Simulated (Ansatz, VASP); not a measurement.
## Two plane-wave programs on GaP

```xyz
2
Lattice="0.0000 2.7194 2.7194 2.7194 0.0000 2.7194 2.7194 2.7194 0.0000" Properties=species:S:1:pos:R:3 pbc="T T T"
Ga    0.0000    0.0000    0.0000
P     4.0792    4.0792    4.0792
```

Alike in both runs: functional PBEsol; k mesh 8 × 8 × 8; occupations gaussian, width 0.02 eV; no spin polarisation.

Ansatz relaxed the structure, and its values are those at the end. VASP's run is a single point on that final structure, the one shown.

|  | VASP | Ansatz |
| --- | --- | --- |
| version | VASP 6.6.1 | Ansatz 0.2.0 |
| potentials or method | VASP PAW PBE potentials, release 64 (Ga_d, P), cutoff 520 eV | scalar-relativistic, plane waves, PAW |
| valence electrons in the cell | 18 | 18 |

```csv
,VASP,Ansatz,Ansatz less VASP
gap on the k mesh at the Fermi level (eV),1.50,1.50,-0.003
least direct gap on the mesh (eV),1.80,1.80,-0.007
pressure (GPa),-0.1,0.0,+0.11
```

VASP's potentials were made for PBE, not for PBEsol, and Ansatz warns of the same on its side. With one functional, cell and mesh, what is left measures potentials, basis and numerics.
